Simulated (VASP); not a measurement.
A run of VASP 6.6.1 is set up as follows.

POSCAR

```
NaI
1.0
   -2.2145130000      2.2145130000      8.3637720000
    2.2145130000     -2.2145130000      8.3637720000
    2.2145130000      2.2145130000     -8.3637720000
Na I
2 2
Direct
    0.2500000000      0.7500000000      0.5000000000
    0.5000000000      0.5000000000      0.0000000000
    0.7500000000      0.2500000000      0.5000000000
    0.0000000000      0.0000000000      0.0000000000
```

Contents of INCAR.step1:

```
ALGO = Normal
EDIFF = 1E-4
ENCUT = 520
GGA = PE
ISMEAR = -1
LASPH = T
LCHARG = F
LREAL = F
LWAVE = T
NBANDS = 22
NELM = 100
PREC = Accurate
SIGMA = 0.02
```

File INCAR.step2:

```
ALGO = Normal
EDIFF = 1E-6
ENCUT = 520
ISIF = 2
ISMEAR = -1
ISTART = 1
LASPH = T
LCHARG = F
LMIXTAU = T
LREAL = F
LWAVE = F
METAGGA = R2SCAN
NBANDS = 22
NELM = 100
PREC = Accurate
SIGMA = 0.02
```

KPOINTS

```
k-points
0
Gamma
  6 6 6
```

Potentials or basis: VASP PAW PBE potentials, release 64 (Na_pv, I).

Command:

```console
$ cat potpaw_PBE.64/Na_pv/POTCAR potpaw_PBE.64/I/POTCAR > POTCAR
$ cp INCAR.step1 INCAR
$ mpirun -np 1 vasp_std > vasp.out
$ cp INCAR.step2 INCAR
$ mpirun -np 1 vasp_std > vasp.out
```

Problem. Estimate the pressure.

Solution. -0.3 GPa.

Problem. Predict the band gap on the k mesh.

Solution. 3.70 eV (least direct gap 3.74 eV).

Stress tensor (GPa, compression positive):
```
-0.36  0.00  0.00
 0.00 -0.36  0.00
 0.00  0.00 -0.22
```

Caveat: the PAW data sets were made with another functional, which shifts forces and pressure a little; spin-orbit coupling is left out, which moves the levels of the heavy elements. A k mesh can miss the band edges.
